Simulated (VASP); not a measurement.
# BAsI6 (R-3m) in VASP: a series of runs

The runs below take BAsI6 through single point, with PBEsol, r2SCAN+rVV10.

Program: VASP 6.6.1. These are calculated values, not measurements. Logs are shortened: lines on timing, memory, paths and dates and some standing lists are left out, and cuts for length are marked.

## Step 1: The cell of the first run

The structure is trigonal, space group R-3m (No. 166). The conventional cell has a = 13.797 Å, b = 13.797 Å, c = 6.606 Å, α = 90.00°, β = 90.00°, γ = 120.00°. B (site symmetry -3m) has 6 I at 2.57 Å and 2 As at 3.30 Å within 3.4 Å. As (site symmetry -3m) has 6 I at 2.78 Å and 2 B at 3.30 Å within 3.7 Å. Within 3.4 Å of I (site symmetry m) lie 1 B at 2.57 Å and 1 As at 2.78 Å.

## Step 2: Single point, PBEsol

INCAR reads:

```
SYSTEM = BAsI6
PREC = Accurate
ENCUT = 520
EDIFF = 1E-6
ISMEAR = -1
SIGMA = 0.03
LREAL = .FALSE.
LASPH = .TRUE.
NELM = 100
ALGO = Normal
ISIF = 2
LWAVE = .FALSE.
LCHARG = .FALSE.
GGA = PS
NBANDS = 35
```

KPOINTS reads:

```
regular mesh
0
G
  4 4 4
  0 0 0
```

POSCAR reads:

```
BAsI6
1.0
    6.8982538793      3.9827087342      2.2019078552
   -6.8982538793      3.9827087342      2.2019078552
    0.0000000000     -7.9654174684      2.2019078552
B As I
1 1 6
Direct
    0.5000000000      0.5000000000      0.5000000000
    0.0000000000      0.0000000000      0.0000000000
    1.1008122715      0.3644288186      0.3644288186
    0.3644288186      1.1008122715      0.3644288186
    0.3644288186      0.3644288186      1.1008122715
   -0.1008122715      0.6355711814      0.6355711814
    0.6355711814     -0.1008122715      0.6355711814
    0.6355711814      0.6355711814     -0.1008122715
```

Potentials or basis: VASP PAW PBE potentials, release 64 (B, As, I).

The run is started by

```console
$ cat potpaw_PBE.64/B/POTCAR potpaw_PBE.64/As/POTCAR potpaw_PBE.64/I/POTCAR > POTCAR
$ mpirun -np 1 vasp_std > vasp.out
```

OUTCAR:

```text
SYSTEM = BAsI6
   PREC = Accurate
   ENCUT = 520
   EDIFF = 1E-6
   ISMEAR = -1
   LREAL = .FALSE.
   LASPH = .TRUE.
   NELM = 100
   ISIF = 2
   GGA = PS

 ion  position               nearest neighbor table
   1  0.500  0.500  0.500-   3 2.57   4 2.57   6 2.57   7 2.57   5 2.57   8 2.57
   2  0.000  0.000  0.000-   3 2.78   4 2.78   6 2.78   7 2.78   5 2.78   8 2.78
   3  0.101  0.364  0.364-   1 2.57   2 2.78
   4  0.364  0.101  0.364-   1 2.57   2 2.78
   5  0.364  0.364  0.101-   1 2.57   2 2.78
   6  0.899  0.636  0.636-   1 2.57   2 2.78
   7  0.636  0.899  0.636-   1 2.57   2 2.78
   8  0.636  0.636  0.899-   1 2.57   2 2.78

  LATTYP: Found a trigonal (rhomboedric) cell.
 ALAT       =     8.2641559549
 COS(alpha) =    -0.3935139955

  Lattice vectors:

 A1 = (   6.8982538793,   3.9827087342,   2.2019078552)
 A2 = (  -6.8982538793,   3.9827087342,   2.2019078552)
 A3 = (   0.0000000000,  -7.9654174684,   2.2019078552)

Analysis of symmetry for initial positions (statically):
=====================================================================
 Subroutine PRICEL returns:
 Original cell was already a primitive cell.

 Routine SETGRP: Setting up the symmetry group for a
 trigonal (rhombohedral) supercell.

 Subroutine GETGRP returns: Found 12 space group operations
 (whereof 12 operations were pure point group operations)
 out of a pool of 12 trial point group operations.

The static configuration has the point symmetry D_3d.

Analysis of symmetry for dynamics (positions and initial velocities):
=====================================================================
 Subroutine PRICEL returns:
 Original cell was already a primitive cell.

 Routine SETGRP: Setting up the symmetry group for a
 trigonal (rhombohedral) supercell.

 Subroutine GETGRP returns: Found 12 space group operations
 (whereof 12 operations were pure point group operations)
 out of a pool of 12 trial point group operations.

The dynamic configuration has the point symmetry D_3d.

 Subroutine INISYM returns: Found 12 space group operations
 (whereof 12 operations are pure point group operations),
 and found     1 'primitive' translations

----------------------------------------------------------------------------------------

                                     Primitive cell

  volume of cell :     362.9678

  direct lattice vectors                    reciprocal lattice vectors
     6.898253879  3.982708734  2.201907855     0.072482111  0.041847566  0.151383870
    -6.898253879  3.982708734  2.201907855    -0.072482111  0.041847566  0.151383870
     0.000000000 -7.965417468  2.201907855     0.000000000 -0.083695132  0.151383870

  length of vectors
     8.264155955  8.264155955  8.264155955     0.172979627  0.172979627  0.172979627

  position of ions in fractional coordinates (direct lattice)
     0.500000000  0.500000000  0.500000000
     0.000000000  0.000000000  0.000000000
     0.100812271  0.364428819  0.364428819
     0.364428819  0.100812271  0.364428819
     0.364428819  0.364428819  0.100812271
     0.899187729  0.635571181  0.635571181
     0.635571181  0.899187729  0.635571181
     0.635571181  0.635571181  0.899187729

  ion indices of the primitive-cell ions
   primitive index   ion index
                 1           1
                 2           2
                 3           3
                 4           4
                 5           5
                 6           6
                 7           7
                 8           8

----------------------------------------------------------------------------------------

 KPOINTS: regular mesh

Automatic generation of k-mesh.
 Grid dimensions read from file:
 generate k-points for:    4    4    4

 Generating k-lattice:

  Cartesian coordinates                     Fractional coordinates (reciprocal lattice)
     0.018120528  0.010461892  0.037845968     0.250000000  0.000000000  0.000000000
    -0.018120528  0.010461892  0.037845968     0.000000000  0.250000000  0.000000000
     0.000000000 -0.020923783  0.037845968     0.000000000  0.000000000  0.250000000

  Length of vectors
     0.043244907  0.043244907  0.043244907

  Shift w.r.t. Gamma in fractional coordinates (k-lattice)
     0.000000000  0.000000000  0.000000000

 Subroutine IBZKPT returns following result:
 ===========================================

 Found     13 irreducible k-points:

 Following reciprocal coordinates:
            Coordinates               Weight
  0.000000  0.000000  0.000000      1.000000
  0.250000  0.000000  0.000000      6.000000
  0.500000  0.000000  0.000000      3.000000
  0.250000  0.250000  0.000000      6.000000
  0.500000  0.250000  0.000000     12.000000
 -0.250000  0.250000  0.000000      6.000000
  0.500000  0.500000  0.000000      3.000000
  0.250000  0.250000  0.250000      2.000000
  0.500000  0.250000  0.250000      6.000000
 -0.250000  0.250000  0.250000      6.000000
  0.500000  0.500000  0.250000      6.000000
 -0.250000  0.500000  0.250000      6.000000
  0.500000  0.500000  0.500000      1.000000
   k-points           NKPTS =     13   k-points in BZ     NKDIM =     13   number of bands    NBANDS=     35
   number of dos      NEDOS =    301   number of ions     NIONS =      8
   total plane-waves  NPLWV = 262144
   dimension x,y,z NGX =    64 NGY =   64 NGZ =   64
   dimension x,y,z NGXF=   128 NGYF=  128 NGZF=  128
   ions per type =               1   1   6
   NGX,Y,Z   is equivalent  to a cutoff of  12.87, 12.87, 12.87 a.u.
   NGXF,Y,Z  is equivalent  to a cutoff of  25.75, 25.75, 25.75 a.u.
 SYSTEM =  BAsI6
   PREC   = accura    normal or accurate (medium, high low for compatibility)
   ISTART =      0    job   : 0-new  1-cont  2-samecut
   ICHARG =      2    charge: 1-file 2-atom 10-const
   ISPIN  =      1    spin polarized calculation?
   LNONCOLLINEAR =      F non collinear calculations
   LSORBIT =      F    spin-orbit coupling
   LASPH  =      T    aspherical Exc in radial PAW
   ENCUT  =  520.0 eV  38.22 Ry    6.18 a.u.  15.37 15.37 15.37*2*pi/ulx,y,z
   NELM   =    100;   NELMIN=  2; NELMDL= -5     # of ELM steps
   EDIFF  = 0.1E-05   stopping-criterion for ELM
   LREAL  =      F    real-space projection
   EDIFFG = 0.1E-04   stopping-criterion for IOM
   NSW    =      0    number of steps for IOM
   IBRION =     -1    ionic relax: 0-MD 1-quasi-New 2-CG
   NFREE  =      0    steps in history (QN), initial steepest desc. (CG)
   ISIF   =      2    stress and relaxation
   ISYM   =      2    0-nonsym 1-usesym 2-fastsym
   POTIM  = 0.5000    time-step for ionic-motion
   TEBEG  =    0.0;   TEEND  =   0.0 temperature during run
   PSTRESS=    0.0 pullay stress
   NELECT =      50.0000    total number of electrons
   NUPDOWN=      -1.0000    fix difference up-down
   EMIN   =  10.00;   EMAX   =-10.00  energy-range for DOS
   EFERMI =   0.00;   METHOD = LEGACY
   ISMEAR =    -1;   SIGMA  =   0.03  broadening in eV -4-tet -1-fermi 0-gaus
   EFERMI_NEDOS =   21; number of points for ismear=-14 and -15
   IALGO  =     38    algorithm
   IMIX   =      4    mixing-type and parameters
     AMIX     =   0.40;   BMIX     =  1.00
     AMIX_MAG =   1.60;   BMIX_MAG =  1.00
  volume/ion in A,a.u.               =      45.37       306.18
  Fermi-wavevector in a.u.,A,eV,Ry     =   0.845491  1.597746  9.726184  0.714854
  Thomas-Fermi vector in A             =   1.960687
   LORBIT       =      0    0 simple, 1 ext, 2 COOP (PROOUT), +10 PAW based schemes
   GGA     = PS    functional components
   LHFCALC =     F    Hartree Fock is set to
   AEXX    =    0.0000 exact exchange contribution
   IVDW    =     0    specifies the selected vdW correction
   LEPSILON=     F    determine dielectric tensor
   LRPA    =     F    only Hartree local field effects (RPA)
 non-spin polarized calculation
  energy-cutoff  :      520.00
  volume of cell :      362.97
 maximum number of plane-waves:      9802
 NGX is ok and might be reduce to    64
   NGX = 31   NGY = 31   NGZ = 31

 number of electron      50.0000000 magnetization

 Free energy of the ion-electron system (eV)
  ---------------------------------------------------
  ext. energy  EPLUGINS =         0.00000000
  ---------------------------------------------------
  free energy    TOTEN  =       -20.92196122 eV

  energy without entropy =      -20.92196009  energy(sigma->0) =      -20.92196066

 E-fermi :   1.2155     XC(G=0):  -7.0030

 val. band max:        0.9052244824   @ k =   0.0000   0.0000   0.0000
 cond. band min:       1.5149732635   @ k =   0.5000   0.5000   0.5000
 fundamental gap:      0.6097487811
 Fermi energy:         1.2155064987

 k-point     1 :       0.0000    0.0000    0.0000
  band No.  band energies     occupation
      1     -12.9944      2.00000
      2     -11.2625      2.00000
      3     -11.2133      2.00000
      4     -11.2133      2.00000
      5     -10.7938      2.00000
      6     -10.7938      2.00000
[... 27 lines left out ...]
     34       6.8416      0.00000
     35       7.5304      0.00000

 k-point     2 :       0.2500    0.0000    0.0000
  band No.  band energies     occupation
      1     -12.8329      2.00000
      2     -11.6739      2.00000
      3     -11.1853      2.00000
      4     -11.1564      2.00000
      5     -10.8569      2.00000
      6     -10.8292      2.00000
[... 27 lines left out ...]
     34       7.4568      0.00000
     35       7.4662      0.00000

 k-point     3 :       0.5000    0.0000    0.0000
  band No.  band energies     occupation
      1     -12.4709      2.00000
      2     -12.2256      2.00000
      3     -11.1494      2.00000
      4     -11.0399      2.00000
      5     -10.9795      2.00000
      6     -10.8742      2.00000
[... 27 lines left out ...]
     34       7.0044      0.00000
     35       7.4831      0.00000
[... 305 lines left out ...]
 k-point    12 :      -0.2500    0.5000    0.2500
  band No.  band energies     occupation
      1     -12.4858      2.00000
      2     -12.1942      2.00000
      3     -11.1847      2.00000
      4     -11.1283      2.00000
      5     -10.8936      2.00000
      6     -10.8406      2.00000
[... 27 lines left out ...]
     34       6.9274      0.00000
     35       7.3840      0.00000

 k-point    13 :       0.5000    0.5000    0.5000
  band No.  band energies     occupation
      1     -12.5002      2.00000
      2     -12.1595      2.00000
      3     -11.2048      2.00000
      4     -11.2048      2.00000
      5     -10.8217      2.00000
      6     -10.8217      2.00000
[... 27 lines left out ...]
     34       6.9759      0.00000
     35       7.4609      0.00000

------------------------ aborting loop because EDIFF is reached ----------------------------------------

  FORCE on cell =-STRESS in cart. coord.  units (eV):
  Direction    XX          YY          ZZ          XY          YZ          ZX
  --------------------------------------------------------------------------------------
  -------------------------------------------------------------------------------------
  Total        0.1043917      0.1043917      0.0667071      0.0000000      0.0000000      0.0000000
  in kB        0.4607956      0.4607956      0.2944521      0.0000000      0.0000000      0.0000000
  external PRESSURE =       0.4053477 kB  Pullay stress =       0.0000000 kB

 VOLUME and BASIS-vectors are now :
 -----------------------------------------------------------------------------
  energy-cutoff  :      520.00
  volume of cell :      362.97
      direct lattice vectors                 reciprocal lattice vectors
     6.898253879  3.982708734  2.201907855     0.072482111  0.041847566  0.151383870
    -6.898253879  3.982708734  2.201907855    -0.072482111  0.041847566  0.151383870
     0.000000000 -7.965417468  2.201907855     0.000000000 -0.083695132  0.151383870

 POSITION                                       TOTAL-FORCE (eV/Angst)
 -----------------------------------------------------------------------------------
      0.00000      0.00000      3.30286         0.000000      0.000000     -0.000000
      0.00000      0.00000      0.00000         0.000000      0.000000     -0.000000
     -1.81849     -1.04991      1.82686        -0.008277     -0.004779      0.008423
      1.81849     -1.04991      1.82686         0.008277     -0.004779      0.008423
      0.00000      2.09982      1.82686         0.000000      0.009557      0.008423
      1.81849      1.04991      4.77887         0.008277      0.004779     -0.008423
     -1.81849      1.04991      4.77887        -0.008277      0.004779     -0.008423
      0.00000     -2.09982      4.77887         0.000000     -0.009557     -0.008423
 -----------------------------------------------------------------------------------
    total drift:                               -0.000000     -0.000000      0.000000

  FREE ENERGIE OF THE ION-ELECTRON SYSTEM (eV)
  ---------------------------------------------------
  free  energy   TOTEN  =       -20.9219612196 eV

  energy  without entropy=      -20.9219600918  energy(sigma->0) =      -20.92196066
```

Run time: 6.9 min. Hardware: 1 thread of Oxide Virtual Turin-like, shared host; peak memory 0.61 GiB.

Results:

```yaml
Free_energy: -20.9220 eV
Pressure: 0.0 GPa
Largest_force: 0.013 eV/Å
Band_gap_on_the_k_mesh: 0.61 eV (least direct gap 0.99 eV)
```

Forces on the atoms (eV/Å):
```
B    0.000  0.000  0.000
As   0.000  0.000  0.000
I   -0.008 -0.005  0.008
I    0.008 -0.005  0.008
I    0.000  0.010  0.008
I    0.008  0.005 -0.008
I   -0.008  0.005 -0.008
I    0.000 -0.010 -0.008
```

Caveat: semilocal functionals underestimate gaps, and a narrow one can read as zero; the PAW data sets were made with another functional, which shifts forces and pressure a little; spin-orbit coupling is left out, which moves the levels of the heavy elements. A k mesh can miss the band edges.

## Step 3: Single point, r2SCAN+rVV10

This run uses another cell than the first one, of 45.15 Å³/atom.

POSCAR reads:

```
BAsI6
1.0
    6.8682972373      3.9654132588      2.2103963862
   -6.8682972373      3.9654132588      2.2103963862
    0.0000000000     -7.9308265176      2.2103963862
B As I
1 1 6
Direct
    0.5000000000      0.5000000000      0.5000000000
    0.0000000000      0.0000000000      0.0000000000
    1.0939524285      0.3619699211      0.3619699211
    0.3619699211      1.0939524285      0.3619699211
    0.3619699211      0.3619699211      1.0939524285
   -0.0939524285      0.6380300789      0.6380300789
    0.6380300789     -0.0939524285      0.6380300789
    0.6380300789      0.6380300789     -0.0939524285
```

INCAR.step1 reads:

```
PREC = Accurate
ENCUT = 520
ISMEAR = -1
SIGMA = 0.03
LREAL = False
LASPH = True
NELM = 80
NBANDS = 35
GGA = PE
ALGO = Normal
EDIFF = 1E-4
LWAVE = True
LCHARG = False
```

INCAR.step2 reads:

```
PREC = Accurate
ENCUT = 520
EDIFF = 1E-6
ISMEAR = -1
SIGMA = 0.03
LREAL = False
LASPH = True
NELM = 80
ALGO = Normal
ISIF = 2
LWAVE = False
LCHARG = False
METAGGA = R2SCAN
LMIXTAU = True
LUSE_VDW = True
IVDW_NL = 2
BPARAM = 11.95
CPARAM = 0.0093
NBANDS = 35
ISTART = 1
```

KPOINTS reads:

```
regular mesh
0
Gamma
  4 4 4
```

Potentials or basis: VASP PAW PBE potentials, release 64 (B, As, I).

The run is started by

```console
$ cat potpaw_PBE.64/B/POTCAR potpaw_PBE.64/As/POTCAR potpaw_PBE.64/I/POTCAR > POTCAR
$ cp INCAR.step1 INCAR
$ mpirun -np 1 vasp_std > vasp.out
$ cp INCAR.step2 INCAR
$ mpirun -np 1 vasp_std > vasp.out
```

OUTCAR:

```text
PREC = Accurate
   ENCUT = 520
   EDIFF = 1E-6
   ISMEAR = -1
   LREAL = False
   LASPH = True
   NELM = 80
   ISIF = 2
   METAGGA = R2SCAN
   IVDW_NL = 2
   BPARAM = 11.95
   ISTART = 1

 ion  position               nearest neighbor table
   1  0.500  0.500  0.500-   5 2.61   8 2.61   3 2.61   6 2.61   7 2.61   4 2.61
   2  0.000  0.000  0.000-   5 2.79   8 2.79   3 2.79   6 2.79   7 2.79   4 2.79
   3  0.094  0.362  0.362-   1 2.61   2 2.79
   4  0.362  0.094  0.362-   1 2.61   2 2.79
   5  0.362  0.362  0.094-   1 2.61   2 2.79
   6  0.906  0.638  0.638-   1 2.61   2 2.79
[... 696 lines left out ...]
  Total        0.1120916      0.1120916      0.1560349      0.0000000     -0.0000000      0.0000000
  in kB        0.4971928      0.4971928      0.6921073      0.0000000     -0.0000000      0.0000000
  external PRESSURE =       0.5621643 kB  Pullay stress =       0.0000000 kB

 VOLUME and BASIS-vectors are now :
 -----------------------------------------------------------------------------
  energy-cutoff  :      520.00
  volume of cell :      361.21
      direct lattice vectors                 reciprocal lattice vectors
     6.868297237  3.965413259  2.210396386     0.072798247  0.042030088  0.150802515
    -6.868297237  3.965413259  2.210396386    -0.072798247  0.042030088  0.150802515
     0.000000000 -7.930826518  2.210396386     0.000000000 -0.084060175  0.150802515

 POSITION                                       TOTAL-FORCE (eV/Angst)
 -----------------------------------------------------------------------------------
      0.00000      0.00000      3.31559         0.000000      0.000000      0.000000
      0.00000      0.00000      0.00000        -0.000000     -0.000000      0.000000
     -1.84082     -1.06280      1.80787        -0.009763     -0.005637      0.000208
      1.84082     -1.06280      1.80787         0.009763     -0.005637      0.000208
      0.00000      2.12560      1.80787         0.000000      0.011274      0.000208
      1.84082      1.06280      4.82332         0.009763      0.005637     -0.000208
     -1.84082      1.06280      4.82332        -0.009763      0.005637     -0.000208
      0.00000     -2.12560      4.82332         0.000000     -0.011274     -0.000208
 -----------------------------------------------------------------------------------
    total drift:                                0.000000      0.000000     -0.000000

  FREE ENERGIE OF THE ION-ELECTRON SYSTEM (eV)
  ---------------------------------------------------
  free  energy   TOTEN  =      -165.6730165190 eV

  energy  without entropy=     -165.6730160220  energy(sigma->0) =     -165.67301627
```

Run time: 39 min. Hardware: 1 thread of Oxide Virtual Turin-like, shared host; peak memory 1.6 GiB.

Results:

| Property | Result |
| --- | --- |
| Free energy | -165.6730 eV |
| Pressure | 0.1 GPa |
| Largest force | 0.011 eV/Å |
| Band gap on the k mesh | 0.66 eV (least direct gap 0.95 eV) |

Forces in eV/Å, atoms in the order of the input:
```
B    0.000  0.000  0.000
As   0.000  0.000  0.000
I   -0.010 -0.006  0.000
I    0.010 -0.006  0.000
I    0.000  0.011  0.000
I    0.010  0.006  0.000
I   -0.010  0.006  0.000
I    0.000 -0.011  0.000
```

Levels at points of the mesh, in eV from the valence-band top:
```tsv
k point	band 23	band 24	band 25	band 26	band 27	band 28
(0.00, 0.00, 0.00)	-0.79	-0.79	0.00	1.17	2.91	2.91
(0.50, 0.00, 0.00)	-0.76	-0.47	-0.13	0.93	2.64	2.66
(0.50, 0.50, 0.00)	-0.62	-0.38	-0.17	1.68	2.75	2.87
(0.50, 0.50, 0.50)	-0.76	-0.54	-0.41	0.66	3.11	3.11
```

Caveat: semilocal functionals underestimate gaps, and a narrow one can read as zero; the PAW data sets were made with another functional, which shifts forces and pressure a little; spin-orbit coupling is left out, which moves the levels of the heavy elements. A k mesh can miss the band edges.
